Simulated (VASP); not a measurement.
# Be3GaSb3 (P6/mmm) in VASP: further runs

Be3GaSb3 is run at these levels: PBE; tasks: relaxation of cell and atoms, single point.

Program: VASP 6.6.1. These are calculated values, not measurements. Logs are shortened: lines on timing, memory, paths and dates and some standing lists are left out, and cuts for length are marked.

### Step 1. The cell of the first run

The structure is hexagonal, space group P6/mmm (No. 191). Conventional cell: a = 7.848 Å, b = 7.848 Å, c = 4.952 Å, α = 90.00°, β = 90.00°, γ = 120.00°. Within 3.0 Å of Be (site symmetry mmm) lie 2 Sb at 2.27 Å. Ga (site symmetry 6/mmm) has 2 Sb at 2.48 Å within 3.3 Å. Within 3.0 Å of Sb (site symmetry -6m2) lie 3 Be at 2.27 Å. Sb (site symmetry 6/mmm) has 2 Ga at 2.48 Å within 3.3 Å.

### Step 2. Relaxation of cell and atoms, PBE

File INCAR:

```
PREC = Accurate
ENCUT = 600
EDIFF = 1E-6
ISMEAR = 0
SIGMA = 0.1
LREAL = False
LASPH = True
NELM = 100
ALGO = Normal
ISIF = 3
LWAVE = False
LCHARG = False
GGA = PE
IBRION = 2
NSW = 100
EDIFFG = -0.01
```

File KPOINTS:

```
regular mesh
0
Gamma
  6 6 8
```

File POSCAR:

```
Be3GaSb3
1.0
    7.8478568070      0.0000000000      0.0000000000
   -3.9239284035      6.7964433601      0.0000000000
    0.0000000000      0.0000000000      4.9521999996
Be Ga Sb
3 1 3
Direct
    0.5000000000      0.0000000000      0.0000000000
    0.0000000000      0.5000000000      0.0000000000
    0.5000000000      0.5000000000      0.0000000000
    0.0000000000      0.0000000000      0.0000000000
    0.3333333333      0.6666666667      0.0000000000
    0.6666666667      0.3333333333      0.0000000000
    0.0000000000      0.0000000000      0.5000000000
```

Potentials or basis: VASP PAW PBE potentials, release 64 (Be, Ga_d, Sb).

Command:

```bash
> cat potpaw_PBE.64/Be/POTCAR potpaw_PBE.64/Ga_d/POTCAR potpaw_PBE.64/Sb/POTCAR > POTCAR
> mpirun -np 1 vasp_std > vasp.out
```

OUTCAR:

```text
PREC = Accurate
   ENCUT = 600
   EDIFF = 1E-6
   ISMEAR = 0
   LREAL = False
   LASPH = True
   NELM = 100
   ISIF = 3
   GGA = PE
   IBRION = 2
   NSW = 100
   EDIFFG = -0.01

 ion  position               nearest neighbor table
   1  0.500  0.000  0.000-   5 2.27   6 2.27
   2  0.000  0.500  0.000-   5 2.27   6 2.27
   3  0.500  0.500  0.000-   5 2.27   6 2.27
   4  0.000  0.000  0.000-   7 2.48   7 2.48
   5  0.333  0.667  0.000-   1 2.27   2 2.27   3 2.27
   6  0.667  0.333  0.000-   1 2.27   2 2.27   3 2.27
   7  0.000  0.000  0.500-   4 2.48   4 2.48

  LATTYP: Found a hexagonal cell.
 ALAT       =     7.8478568070
 C/A-ratio  =     0.6310257847

  Lattice vectors:

 A1 = (   7.8478568070,   0.0000000000,   0.0000000000)
 A2 = (  -3.9239284035,   6.7964433601,   0.0000000000)
 A3 = (   0.0000000000,   0.0000000000,   4.9521999996)

Analysis of symmetry for initial positions (statically):
=====================================================================
 Subroutine PRICEL returns:
 Original cell was already a primitive cell.

 Routine SETGRP: Setting up the symmetry group for a
 hexagonal supercell.

 Subroutine GETGRP returns: Found 24 space group operations
 (whereof 24 operations were pure point group operations)
 out of a pool of 24 trial point group operations.

The static configuration has the point symmetry D_6h.

Analysis of symmetry for dynamics (positions and initial velocities):
=====================================================================
 Subroutine PRICEL returns:
 Original cell was already a primitive cell.

 Routine SETGRP: Setting up the symmetry group for a
 hexagonal supercell.

 Subroutine GETGRP returns: Found 24 space group operations
 (whereof 24 operations were pure point group operations)
 out of a pool of 24 trial point group operations.

The dynamic configuration has the point symmetry D_6h.

 Subroutine INISYM returns: Found 24 space group operations
 (whereof 24 operations are pure point group operations),
 and found     1 'primitive' translations

----------------------------------------------------------------------------------------

                                     Primitive cell

  volume of cell :     264.1380

  direct lattice vectors                    reciprocal lattice vectors
     7.847856807  0.000000000  0.000000000     0.127423324  0.073567890  0.000000000
    -3.923928404  6.796443360  0.000000000     0.000000000  0.147135781  0.000000000
     0.000000000  0.000000000  4.952200000     0.000000000  0.000000000  0.201930455

  length of vectors
     7.847856807  7.847856807  4.952200000     0.147135781  0.147135781  0.201930455

  position of ions in fractional coordinates (direct lattice)
     0.500000000  0.000000000  0.000000000
     0.000000000  0.500000000  0.000000000
     0.500000000  0.500000000  0.000000000
     0.000000000  0.000000000  0.000000000
     0.333333333  0.666666667  0.000000000
     0.666666667  0.333333333  0.000000000
     0.000000000  0.000000000  0.500000000

  ion indices of the primitive-cell ions
   primitive index   ion index
                 1           1
                 2           2
                 3           3
                 4           4
                 5           5
                 6           6
                 7           7

----------------------------------------------------------------------------------------

 KPOINTS: regular mesh

Automatic generation of k-mesh.
 Grid dimensions read from file:
 generate k-points for:    6    6    8

 Generating k-lattice:

  Cartesian coordinates                     Fractional coordinates (reciprocal lattice)
     0.021237221  0.012261315  0.000000000     0.166666667  0.000000000  0.000000000
     0.000000000  0.024522630  0.000000000     0.000000000  0.166666667  0.000000000
     0.000000000  0.000000000  0.025241307     0.000000000  0.000000000  0.125000000

  Length of vectors
     0.024522630  0.024522630  0.025241307

  Shift w.r.t. Gamma in fractional coordinates (k-lattice)
     0.000000000  0.000000000  0.000000000

 Subroutine IBZKPT returns following result:
 ===========================================

 Found     35 irreducible k-points:

 Following reciprocal coordinates:
            Coordinates               Weight
  0.000000  0.000000  0.000000      1.000000
  0.166667 -0.000000  0.000000      6.000000
  0.333333  0.000000  0.000000      6.000000
  0.500000 -0.000000  0.000000      3.000000
  0.166667  0.166667  0.000000      6.000000
  0.333333  0.166667  0.000000     12.000000
[... 16 lines left out ...]
  0.166667 -0.000000  0.375000     12.000000
  0.333333  0.000000  0.375000     12.000000
 [... further k-points ...]
   k-points           NKPTS =     35   k-points in BZ     NKDIM =     35   number of bands    NBANDS=     21
   number of dos      NEDOS =    301   number of ions     NIONS =      7
   total plane-waves  NPLWV = 163840
   dimension x,y,z NGX =    64 NGY =   64 NGZ =   40
   dimension x,y,z NGXF=   128 NGYF=  128 NGZF=   80
   ions per type =               3   1   3
   NGX,Y,Z   is equivalent  to a cutoff of  13.56, 13.56, 13.43 a.u.
   NGXF,Y,Z  is equivalent  to a cutoff of  27.12, 27.12, 26.86 a.u.
 SYSTEM =  unknown system
   PREC   = accura    normal or accurate (medium, high low for compatibility)
   ISTART =      0    job   : 0-new  1-cont  2-samecut
   ICHARG =      2    charge: 1-file 2-atom 10-const
   ISPIN  =      1    spin polarized calculation?
   LNONCOLLINEAR =      F non collinear calculations
   LSORBIT =      F    spin-orbit coupling
   LASPH  =      T    aspherical Exc in radial PAW
   ENCUT  =  600.0 eV  44.10 Ry    6.64 a.u.  15.67 15.67  9.89*2*pi/ulx,y,z
   NELM   =    100;   NELMIN=  2; NELMDL= -5     # of ELM steps
   EDIFF  = 0.1E-05   stopping-criterion for ELM
   LREAL  =      F    real-space projection
   EDIFFG = -.1E-01   stopping-criterion for IOM
   NSW    =    100    number of steps for IOM
   IBRION =      2    ionic relax: 0-MD 1-quasi-New 2-CG
   NFREE  =      1    steps in history (QN), initial steepest desc. (CG)
   ISIF   =      3    stress and relaxation
   ISYM   =      2    0-nonsym 1-usesym 2-fastsym
   POTIM  = 0.5000    time-step for ionic-motion
   TEBEG  =    0.0;   TEEND  =   0.0 temperature during run
   PSTRESS=    0.0 pullay stress
   NELECT =      34.0000    total number of electrons
   NUPDOWN=      -1.0000    fix difference up-down
   EMIN   =  10.00;   EMAX   =-10.00  energy-range for DOS
   EFERMI =   0.00;   METHOD = LEGACY
   ISMEAR =     0;   SIGMA  =   0.10  broadening in eV -4-tet -1-fermi 0-gaus
   EFERMI_NEDOS =   21; number of points for ismear=-14 and -15
   IALGO  =     38    algorithm
   IMIX   =      4    mixing-type and parameters
     AMIX     =   0.40;   BMIX     =  1.00
     AMIX_MAG =   1.60;   BMIX_MAG =  1.00
  volume/ion in A,a.u.               =      37.73       254.64
  Fermi-wavevector in a.u.,A,eV,Ry     =   0.826591  1.562031  9.296223  0.683253
  Thomas-Fermi vector in A             =   1.938650
   LORBIT       =      0    0 simple, 1 ext, 2 COOP (PROOUT), +10 PAW based schemes
   GGA     = PE    functional components
   LHFCALC =     F    Hartree Fock is set to
   AEXX    =    0.0000 exact exchange contribution
   IVDW    =     0    specifies the selected vdW correction
   LEPSILON=     F    determine dielectric tensor
   LRPA    =     F    only Hartree local field effects (RPA)
 conjugate gradient relaxation of ions
 non-spin polarized calculation
 Gauss-broadening in eV      SIGMA  =   0.10
  energy-cutoff  :      600.00
  volume of cell :      264.14
 maximum number of plane-waves:      8839
 NGX is ok and might be reduce to    64
   NGX = 31   NGY = 31   NGZ = 19

--------------------------------------- Ionic step        1  -------------------------------------------

 number of electron      33.9999998 magnetization

 Free energy of the ion-electron system (eV)
  ---------------------------------------------------
  ext. energy  EPLUGINS =         0.00000000
  ---------------------------------------------------
  free energy    TOTEN  =       -20.10377414 eV

  energy without entropy =      -20.08336936  energy(sigma->0) =      -20.09357175

------------------------ aborting loop because EDIFF is reached ----------------------------------------

  FORCE on cell =-STRESS in cart. coord.  units (eV):
  Direction    XX          YY          ZZ          XY          YZ          ZX
  --------------------------------------------------------------------------------------
  -------------------------------------------------------------------------------------
  Total        0.3086862      0.3086862      3.3680214      0.0000000     -0.0000000      0.0000000
  in kB        1.8723924      1.8723924     20.4293466      0.0000000     -0.0000000      0.0000000
  external PRESSURE =       8.0580438 kB  Pullay stress =       0.0000000 kB
[... 149 lines left out ...]
  energy  without entropy=      -20.1291372200  energy(sigma->0) =      -20.13989536

--------------------------------------- Ionic step        5  -------------------------------------------

 number of electron      34.0000013 magnetization

 Free energy of the ion-electron system (eV)
  ---------------------------------------------------
  ext. energy  EPLUGINS =         0.00000000
  ---------------------------------------------------
  free energy    TOTEN  =       -20.15078306 eV

  energy without entropy =      -20.12927201  energy(sigma->0) =      -20.14002754

 E-fermi :   0.7931     XC(G=0):  -6.8541

 val. band max:        0.7895830113   @ k =   0.1667   0.1667   0.5000
 cond. band min:       0.7958537723   @ k =   0.3333   0.1667   0.5000
 fundamental gap:      0.0062707610
 Fermi energy:         0.7931004580

 k-point     1 :       0.0000    0.0000    0.0000
  band No.  band energies     occupation
      1     -14.1824      2.00000
      2     -14.0581      2.00000
      3     -14.0581      2.00000
      4     -14.0571      2.00000
      5     -14.0571      2.00000
      6      -8.5749      2.00000
[... 550 lines left out ...]
      5     -14.0571      2.00000
      6      -8.2975      2.00000
[... 13 lines left out ...]
     20       2.9907      0.00000
     21       3.1503      0.00000

 [... further k-points ...]

------------------------ aborting loop because EDIFF is reached ----------------------------------------

  FORCE on cell =-STRESS in cart. coord.  units (eV):
  Direction    XX          YY          ZZ          XY          YZ          ZX
  --------------------------------------------------------------------------------------
  -------------------------------------------------------------------------------------
  Total        0.0003247      0.0003247      0.0184965     -0.0000000     -0.0000000     -0.0000000
  in kB        0.0019074      0.0019074      0.1086687     -0.0000000     -0.0000000     -0.0000000
  external PRESSURE =       0.0374945 kB  Pullay stress =       0.0000000 kB
[... 22 lines left out ...]
  FREE ENERGIE OF THE ION-ELECTRON SYSTEM (eV)
  ---------------------------------------------------
  free  energy   TOTEN  =       -20.1507830646 eV

  energy  without entropy=      -20.1292720107  energy(sigma->0) =      -20.14002754

 reached required accuracy - stopping structural energy minimisation
```

Run time: 6 min. Hardware: 1 thread of AMD EPYC 9R45 (Zen 5), shared host; peak memory 0.58 GiB.

What came out:

```
Free energy                            : -20.1508 eV
Relaxed volume                         : 38.96 Å³/atom
Relaxed cell                           : a = 7.862 Å, b = 7.862 Å, c = 5.095 Å, α = 90.00°, β = 90.00°, γ = 120.00°
Space group after relaxing (to 0.05 Å) : P6/mmm (No. 191)
Energy gained by relaxing              : 6.7 meV/atom
Ionic steps                            : 5
Pressure after relaxing                : 0.0 GPa
Band gap on the k mesh                 : zero (band 17 reaches 1.09 eV, above the bottom of band 18 at 0.38 eV)
```

Step by step:
```csv
step,energy change (eV),largest force (eV/Å),pressure (GPa),volume (Å³)
1,0.0000,0.0000,0.81,264.14
2,-0.0453,0.0000,0.10,271.42
3,-0.0469,0.0000,-0.06,273.31
4,-0.0469,0.0000,-0.04,273.12
5,-0.0470,0.0000,0.00,272.71
```

Final structure:
```yaml
crystal:
  lattice:
    - [7.86153, 0.00000, 0.00000]
    - [-3.93077, 6.80829, 0.00000]
    - [0.00000, 0.00000, 5.09508]
  atoms:
    - { symbol: Be, position: [0.50000, 0.00000, 0.00000] }
    - { symbol: Be, position: [0.00000, 0.50000, 0.00000] }
    - { symbol: Be, position: [0.50000, 0.50000, 0.00000] }
    - { symbol: Ga, position: [0.00000, 0.00000, 0.00000] }
    - { symbol: Sb, position: [0.33333, 0.66667, 0.00000] }
    - { symbol: Sb, position: [0.66667, 0.33333, 0.00000] }
    - { symbol: Sb, position: [0.00000, 0.00000, 0.50000] }
```

Caveat: spin-orbit coupling is left out, which moves the levels of the heavy elements.

### Step 3. Single point, PBE

File INCAR:

```
PREC = Accurate
ENCUT = 520
EDIFF = 1E-6
ISMEAR = 0
SIGMA = 0.1
LREAL = False
LASPH = True
NELM = 100
ALGO = Normal
ISIF = 2
LWAVE = False
LCHARG = False
GGA = PE
NBANDS = 26
```

File KPOINTS:

```
Automatic mesh
0
Gamma
  3 3 4
```

POSCAR: that of step 2 with these lines changed.

```diff
@@ -2,4 +2,4 @@
 1.0
-    7.8478568070      0.0000000000      0.0000000000
-   -3.9239284035      6.7964433601      0.0000000000
+    7.8478568070      0.0000000037      0.0000000000
+   -3.9239284067      6.7964433583      0.0000000000
     0.0000000000      0.0000000000      4.9521999996
```

Potentials or basis: VASP PAW PBE potentials, release 64 (Be, Ga_d, Sb).

Command:

```bash
> cat potpaw_PBE.64/Be/POTCAR potpaw_PBE.64/Ga_d/POTCAR potpaw_PBE.64/Sb/POTCAR > POTCAR
> mpirun -np 1 vasp_std > vasp.out
```

It took 36 s on 1 thread of AMD EPYC 9R45 (Zen 5), shared host; peak memory 0.37 GiB.

Results (log left out):

- Free energy: -20.0962 eV
- Pressure: 0.2 GPa
- Band gap on the k mesh: zero (band 17 reaches 1.14 eV, above the bottom of band 18 at 0.75 eV)

Stress tensor (GPa, compression positive):
```
0.24 0.00 0.00
0.00 0.24 0.00
0.00 0.00 0.14
```

Levels at points of the mesh, in eV from the Fermi level:
```tsv
k point	band 14	band 15	band 16	band 17	band 18	band 19	band 20	band 21
(0.00, 0.00, 0.00)	-2.50	-1.20	-1.20	-0.88	0.53	2.05	2.33	2.33
(0.00, 0.00, 0.50)	-1.93	-0.44	-0.32	-0.32	0.44	0.44	1.62	1.62
```

Caveat: spin-orbit coupling is left out, which moves the levels of the heavy elements.
